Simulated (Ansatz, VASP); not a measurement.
## MgB2: VASP beside Ansatz

The input INCAR:

```
SYSTEM = MgB2
PREC = Accurate
ENCUT = 600
EDIFF = 1E-6
ISMEAR = 0
SIGMA = 0.1
LREAL = .False.
LASPH = .True.
NELM = 120
ALGO = Normal
ISIF = 2
LWAVE = .False.
LCHARG = .False.
GGA = PS
NBANDS = 11
GGA_COMPAT = .False.
```

KPOINTS

```
Automatic mesh
0
Gamma
  7 7 6
  0 0 0
```

Contents of POSCAR:

```
MgB2
1.0
    3.0850000000      0.0000000000      0.0000000000
   -1.5425000000      2.6716883700      0.0000000000
    0.0000000000      0.0000000000      3.5230000000
Mg B
1 2
Direct
    0.0000000000      0.0000000000      0.0300000000
    0.3333333333      0.6666666667      0.5000000000
    0.6666666667      0.3333333333      0.5000000000
```

Input for Ansatz:

```yaml
crystal:
  lattice:
    - [3.085, 0.0, 0.0]
    - [-1.5425, 2.67168837, 0.0]
    - [0.0, 0.0, 3.523]
  atoms:
    - { symbol: Mg, position: [0.0, 0.0, 0.03] }
    - { symbol: B, position: [0.3333333333333333, 0.6666666666666666, 0.5] }
    - { symbol: B, position: [0.6666666666666666, 0.3333333333333333, 0.5] }
basis:
  ecutwfc: 450.0
kpoints:
  mp_grid:
    grid: [7, 7, 6]
hamiltonian:
  xc: pbesol
  pseudopotentials:
    kind: paw
scf:
  occupations:
    method: gaussian
    width: 0.1
output:
  forces: true
```

Alike in both runs: task single point; functional PBEsol; k mesh 7 × 7 × 6; occupations gaussian, width 0.1 eV; no spin polarisation.

|  | VASP | Ansatz |
| --- | --- | --- |
| version | VASP 6.6.1 | Ansatz 0.2.0 |
| potentials or method | VASP PAW PBE potentials, release 64 (Mg, B), cutoff 600 eV | plane waves, PAW |
| valence electrons in the cell | 8 | 16 |

|  | VASP | Ansatz | Ansatz less VASP |
| --- | --- | --- | --- |
| gap on the k mesh at the Fermi level (eV) | none | none | - |
| rms of the force components (eV/Å) | 0.290 | 0.288 | -0.0026 |

VASP's potentials were made for PBE, not for PBEsol. Atom by atom the forces differ by 0.003 eV/Å (rms over components). A gap of «none» marks a metal or a gap that the smearing closes. VASP's potentials hold 8 valence electrons a cell and Ansatz's 16, so a difference there can come from the potentials and not from the codes.
